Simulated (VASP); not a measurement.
# BeTe (F-43m) in VASP: a series of runs

The runs below take BeTe through single point, relaxation of cell and atoms, with r2SCAN.

Program: VASP 6.6.1. These are calculated values, not measurements. Logs are shortened: lines on timing, memory, paths and dates and some standing lists are left out, and cuts for length are marked.

## 1. The cell of the first run

Symmetry: F-43m, No. 216, cubic system. Conventional cell: a = 5.657 Å, b = 5.657 Å, c = 5.657 Å, α = 90.00°, β = 90.00°, γ = 90.00°. Be (site symmetry -43m) has 4 Te at 2.45 Å within 3.2 Å. Te (site symmetry -43m) has 4 Be at 2.45 Å within 3.2 Å.

## 2. Single point, r2SCAN

POSCAR reads:

```
BeTe
1.0
    0.0000000000      2.8284134667      2.8284134667
    2.8284134667      0.0000000000      2.8284134667
    2.8284134667      2.8284134667      0.0000000000
Be Te
1 1
Direct
    0.0000000000      0.0000000000      0.0000000000
    0.2500000000      0.2500000000      0.2500000000
```

INCAR.step1 reads:

```
ALGO = Normal ; EDIFF = 1E-4
ENCUT = 520 ; GGA = PE
ISMEAR = 1 ; LASPH = True
LCHARG = False ; LREAL = False
LWAVE = True ; NBANDS = 11
NELM = 80 ; PREC = Accurate
SIGMA = 0.05
```

INCAR.step2 reads:

```
ALGO = Normal ; EDIFF = 1E-7
ENCUT = 520 ; ISIF = 2
ISMEAR = 1 ; ISTART = 1
LASPH = True ; LCHARG = False
LMIXTAU = True ; LREAL = False
LWAVE = False ; METAGGA = R2SCAN
NBANDS = 11 ; NELM = 80
PREC = Accurate ; SIGMA = 0.05
```

KPOINTS reads:

```
k-points
0
Gamma
  10 10 10
```

Potentials or basis: VASP PAW PBE potentials, release 64 (Be, Te).

The run is started by

```
$ cat potpaw_PBE.64/Be/POTCAR potpaw_PBE.64/Te/POTCAR > POTCAR
$ cp INCAR.step1 INCAR
$ mpirun -np 1 vasp_std > vasp.out
$ cp INCAR.step2 INCAR
$ mpirun -np 1 vasp_std > vasp.out
```

OUTCAR:

```text
EDIFF = 1E-7
   ENCUT = 520
   ISIF = 2
   ISMEAR = 1
   ISTART = 1
   LASPH = True
   LREAL = False
   METAGGA = R2SCAN
   NELM = 80
   PREC = Accurate

 ion  position               nearest neighbor table
   1  0.000  0.000  0.000-   2 2.45   2 2.45   2 2.45   2 2.45
   2  0.250  0.250  0.250-   1 2.45   1 2.45   1 2.45   1 2.45

  LATTYP: Found a face centered cubic cell.
 ALAT       =     5.6568269334

  Lattice vectors:

 A1 = (   0.0000000000,   2.8284134667,   2.8284134667)
 A2 = (   2.8284134667,   0.0000000000,   2.8284134667)
 A3 = (   2.8284134667,   2.8284134667,   0.0000000000)

Analysis of symmetry for initial positions (statically):
=====================================================================
 Subroutine PRICEL returns:
 Original cell was already a primitive cell.

 Routine SETGRP: Setting up the symmetry group for a
 face centered cubic supercell.

 Subroutine GETGRP returns: Found 24 space group operations
 (whereof 24 operations were pure point group operations)
 out of a pool of 48 trial point group operations.

The static configuration has the point symmetry T_d .

Analysis of symmetry for dynamics (positions and initial velocities):
=====================================================================
 Subroutine PRICEL returns:
 Original cell was already a primitive cell.

 Routine SETGRP: Setting up the symmetry group for a
 face centered cubic supercell.

 Subroutine GETGRP returns: Found 24 space group operations
 (whereof 24 operations were pure point group operations)
 out of a pool of 48 trial point group operations.

The dynamic configuration has the point symmetry T_d .

 Subroutine INISYM returns: Found 24 space group operations
 (whereof 24 operations are pure point group operations),
 and found     1 'primitive' translations

----------------------------------------------------------------------------------------

                                     Primitive cell

  volume of cell :      45.2542

  direct lattice vectors                    reciprocal lattice vectors
     0.000000000  2.828413467  2.828413467    -0.176777549  0.176777549  0.176777549
     2.828413467  0.000000000  2.828413467     0.176777549 -0.176777549  0.176777549
     2.828413467  2.828413467  0.000000000     0.176777549  0.176777549 -0.176777549

  length of vectors
     3.999980685  3.999980685  3.999980685     0.306187696  0.306187696  0.306187696

  position of ions in fractional coordinates (direct lattice)
     0.000000000  0.000000000  0.000000000
     0.250000000  0.250000000  0.250000000

  ion indices of the primitive-cell ions
   primitive index   ion index
                 1           1
                 2           2

----------------------------------------------------------------------------------------

 KPOINTS: k-points

Automatic generation of k-mesh.
 Grid dimensions read from file:
 generate k-points for:   10   10   10

 Generating k-lattice:

  Cartesian coordinates                     Fractional coordinates (reciprocal lattice)
    -0.017677755  0.017677755  0.017677755     0.100000000  0.000000000  0.000000000
     0.017677755 -0.017677755  0.017677755     0.000000000  0.100000000  0.000000000
     0.017677755  0.017677755 -0.017677755     0.000000000  0.000000000  0.100000000

  Length of vectors
     0.030618770  0.030618770  0.030618770

  Shift w.r.t. Gamma in fractional coordinates (k-lattice)
     0.000000000  0.000000000  0.000000000

 Subroutine IBZKPT returns following result:
 ===========================================

 Found     47 irreducible k-points:

 Following reciprocal coordinates:
            Coordinates               Weight
  0.000000  0.000000  0.000000      1.000000
  0.100000  0.000000  0.000000      8.000000
  0.200000  0.000000  0.000000      8.000000
  0.300000  0.000000  0.000000      8.000000
  0.400000  0.000000  0.000000      8.000000
  0.500000  0.000000  0.000000      4.000000
[... 16 lines left out ...]
  0.300000  0.300000  0.000000      6.000000
  0.400000  0.300000  0.000000     24.000000
 [... further k-points ...]
   k-points           NKPTS =     47   k-points in BZ     NKDIM =     47   number of bands    NBANDS=     11
   number of dos      NEDOS =    301   number of ions     NIONS =      2
   total plane-waves  NPLWV =  27000
   dimension x,y,z NGX =    30 NGY =   30 NGZ =   30
   dimension x,y,z NGXF=    60 NGYF=   60 NGZF=   60
   ions per type =               1   1
   NGX,Y,Z   is equivalent  to a cutoff of  12.47, 12.47, 12.47 a.u.
   NGXF,Y,Z  is equivalent  to a cutoff of  24.94, 24.94, 24.94 a.u.
 SYSTEM =  unknown system
   PREC   = accura    normal or accurate (medium, high low for compatibility)
   ISTART =      1    job   : 0-new  1-cont  2-samecut
   ICHARG =      0    charge: 1-file 2-atom 10-const
   ISPIN  =      1    spin polarized calculation?
   LNONCOLLINEAR =      F non collinear calculations
   LSORBIT =      F    spin-orbit coupling
   LASPH  =      T    aspherical Exc in radial PAW
   ENCUT  =  520.0 eV  38.22 Ry    6.18 a.u.   7.44  7.44  7.44*2*pi/ulx,y,z
   NELM   =     80;   NELMIN=  2; NELMDL=  0     # of ELM steps
   EDIFF  = 0.1E-06   stopping-criterion for ELM
   LREAL  =      F    real-space projection
   EDIFFG = 0.1E-05   stopping-criterion for IOM
   NSW    =      0    number of steps for IOM
   IBRION =     -1    ionic relax: 0-MD 1-quasi-New 2-CG
   NFREE  =      0    steps in history (QN), initial steepest desc. (CG)
   ISIF   =      2    stress and relaxation
   ISYM   =      2    0-nonsym 1-usesym 2-fastsym
   POTIM  = 0.5000    time-step for ionic-motion
   TEBEG  =    0.0;   TEEND  =   0.0 temperature during run
   PSTRESS=    0.0 pullay stress
   NELECT =       8.0000    total number of electrons
   NUPDOWN=      -1.0000    fix difference up-down
   EMIN   =  10.00;   EMAX   =-10.00  energy-range for DOS
   EFERMI =   0.00;   METHOD = LEGACY
   ISMEAR =     1;   SIGMA  =   0.05  broadening in eV -4-tet -1-fermi 0-gaus
   EFERMI_NEDOS =   21; number of points for ismear=-14 and -15
   IALGO  =     38    algorithm
   IMIX   =      4    mixing-type and parameters
     AMIX     =   0.40;   BMIX     =  1.00
     AMIX_MAG =   1.60;   BMIX_MAG =  1.00
  volume/ion in A,a.u.               =      22.63       152.70
  Fermi-wavevector in a.u.,A,eV,Ry     =   0.918795  1.736271 11.485823  0.844184
  Thomas-Fermi vector in A             =   2.043917
   LORBIT       =      0    0 simple, 1 ext, 2 COOP (PROOUT), +10 PAW based schemes
   METAGGA = R2SCAN    functional components
   LHFCALC =     F    Hartree Fock is set to
   AEXX    =    0.0000 exact exchange contribution
   IVDW    =     0    specifies the selected vdW correction
   LEPSILON=     F    determine dielectric tensor
   LRPA    =     F    only Hartree local field effects (RPA)
 non-spin polarized calculation
 Methfessel and Paxton  Order N= 1 SIGMA  =   0.05
  energy-cutoff  :      520.00
  volume of cell :       45.25
 maximum number of plane-waves:      1243
 NGX is ok and might be reduce to    30
   NGX = 15   NGY = 15   NGZ = 15

 number of electron       8.0000000 magnetization

 Free energy of the ion-electron system (eV)
  ---------------------------------------------------
  ext. energy  EPLUGINS =         0.00000000
  ---------------------------------------------------
  free energy    TOTEN  =       -30.68535861 eV

  energy without entropy =      -30.68536731  energy(sigma->0) =      -30.68536151

 E-fermi :   4.8311     XC(G=0):  -9.4238

 val. band max:        4.7889902597   @ k =   0.0000   0.0000   0.0000
 cond. band min:       7.1566147759   @ k =   0.5000   0.5000   0.0000
 fundamental gap:      2.3676245162
 Fermi energy:         4.8310838712

 k-point     1 :       0.0000    0.0000    0.0000
  band No.  band energies     occupation
      1      -7.9080      2.00000
      2       4.7890      2.00000
      3       4.7890      2.00000
      4       4.7890      2.00000
      5       8.8181      0.00000
      6       8.8181      0.00000
      7       8.8181      0.00000
      8       9.1951      0.00000
      9      13.8035      0.00000
     10      15.5093      0.00000
     11      15.5093      0.00000

 k-point     2 :       0.1000    0.0000    0.0000
  band No.  band energies     occupation
      1      -7.8086      2.00000
      2       3.8716      2.00000
      3       4.6319      2.00000
      4       4.6319      2.00000
      5       8.8346      0.00000
      6       9.0551      0.00000
      7       9.0551      0.00000
      8      10.0332      0.00000
      9      14.1202      0.00000
     10      14.8180      0.00000
     11      14.8180      0.00000

 k-point     3 :       0.2000    0.0000    0.0000
  band No.  band energies     occupation
      1      -7.5242      2.00000
      2       2.2272      2.00000
      3       4.2891      2.00000
      4       4.2891      2.00000
      5       8.6588      0.00000
      6       9.5295      0.00000
      7       9.5295      0.00000
      8      11.6724      0.00000
      9      14.3093      0.00000
     10      14.3093      0.00000
     11      14.5616      0.00000

 k-point     4 :       0.3000    0.0000    0.0000
  band No.  band energies     occupation
      1      -7.1086      2.00000
      2       0.6798      2.00000
      3       3.9507      2.00000
      4       3.9507      2.00000
      5       8.4727      0.00000
      6       9.8176      0.00000
      7       9.8176      0.00000
      8      13.0133      0.00000
      9      14.6393      0.00000
     10      14.6536      0.00000
     11      14.6536      0.00000

 k-point     5 :       0.4000    0.0000    0.0000
  band No.  band energies     occupation
      1      -6.6903      2.00000
      2      -0.4545      2.00000
      3       3.7203      2.00000
      4       3.7203      2.00000
      5       8.3468      0.00000
      6       9.8388      0.00000
      7       9.8388      0.00000
      8      13.3066      0.00000
      9      15.5932      0.00000
     10      15.8270      0.00000
     11      15.8270      0.00000
[... 211 lines left out ...]
 k-point    21 :      -0.3000    0.2000    0.0000
  band No.  band energies     occupation
      1      -6.5680      2.00000
      2       0.1132      2.00000
      3       1.8535      2.00000
      4       3.5743      2.00000
      5       8.9903      0.00000
      6      10.6706      0.00000
      7      10.8951      0.00000
      8      12.5863      0.00000
      9      13.9559      0.00000
     10      15.3015      0.00000
     11      17.6977      0.00000

 k-point    22 :      -0.2000    0.2000    0.0000
  band No.  band energies     occupation
      1      -6.9657      2.00000
      2       0.9848      2.00000
      3       2.2993      2.00000
      4       4.0117      2.00000
      5       9.2951      0.00000
      6      10.0685      0.00000
      7      10.6456      0.00000
      8      11.6386      0.00000
      9      13.3732      0.00000
     10      15.8805      0.00000
     11      16.7616      0.00000

 k-point    23 :       0.3000    0.3000    0.0000
  band No.  band energies     occupation
      1      -6.8310      2.00000
      2       1.1372      2.00000
      3       2.7422      2.00000
      4       2.7422      2.00000
      5       7.5592      0.00000
      6       9.0323      0.00000
      7      12.6288      0.00000
      8      12.6288      0.00000
      9      14.9828      0.00000
     10      16.9901      0.00000
     11      17.1314      0.00000

 k-point    24 :       0.4000    0.3000    0.0000
  band No.  band energies     occupation
      1      -6.4954      2.00000
      2       0.4219      2.00000
      3       2.2543      2.00000
      4       2.5253      2.00000
      5       7.6723      0.00000
      6       8.8756      0.00000
      7      12.9432      0.00000
      8      13.1342      0.00000
      9      16.2824      0.00000
     10      17.5045      0.00000
     11      17.6556      0.00000

 [... further k-points ...]
[... 5 lines left out ...]
  --------------------------------------------------------------------------------------
  -------------------------------------------------------------------------------------
  Total        0.0510419      0.0510419      0.0510419      0.0000000      0.0000000     -0.0000000
  in kB        1.8070847      1.8070847      1.8070847      0.0000000      0.0000000     -0.0000000
  external PRESSURE =       1.8070847 kB  Pullay stress =       0.0000000 kB

 VOLUME and BASIS-vectors are now :
 -----------------------------------------------------------------------------
  energy-cutoff  :      520.00
  volume of cell :       45.25
      direct lattice vectors                 reciprocal lattice vectors
     0.000000000  2.828413467  2.828413467    -0.176777549  0.176777549  0.176777549
     2.828413467  0.000000000  2.828413467     0.176777549 -0.176777549  0.176777549
     2.828413467  2.828413467  0.000000000     0.176777549  0.176777549 -0.176777549

 POSITION                                       TOTAL-FORCE (eV/Angst)
 -----------------------------------------------------------------------------------
      0.00000      0.00000      0.00000         0.000000      0.000000      0.000000
      1.41421      1.41421      1.41421        -0.000000     -0.000000     -0.000000
 -----------------------------------------------------------------------------------
    total drift:                                0.000000      0.000000      0.000000

  FREE ENERGIE OF THE ION-ELECTRON SYSTEM (eV)
  ---------------------------------------------------
  free  energy   TOTEN  =       -30.6853586147 eV

  energy  without entropy=      -30.6853673124  energy(sigma->0) =      -30.68536151
```

It took 89 s on 1 thread of Intel Xeon Platinum 8259CL at 2.50GHz (Skylake/Cascade Lake), shared host; peak memory 0.18 GiB.

Results:

- Free energy: -30.6854 eV
- Pressure: 0.2 GPa
- Band gap on the k mesh: 2.37 eV, indirect (least direct gap 4.03 eV)

Levels at points of the mesh, in eV from the valence-band top:
```csv
k point,band 1,band 2,band 3,band 4,band 5,band 6,band 7,band 8
"(0.00, 0.00, 0.00)",-12.70,0.00,0.00,0.00,4.03,4.03,4.03,4.41
"(0.50, 0.00, 0.00)",-11.29,-5.68,-1.15,-1.15,3.51,5.02,5.02,8.47
"(0.50, 0.50, 0.00)",-10.77,-5.27,-2.70,-2.70,2.37,3.01,10.48,10.48
```

Caveat: the PAW data sets were made with another functional, which shifts forces and pressure a little; spin-orbit coupling is left out, which moves the levels of the heavy elements. r2SCAN opens gaps a little over a GGA but as a rule still falls short of measured ones.

[end of part 1 of 2]
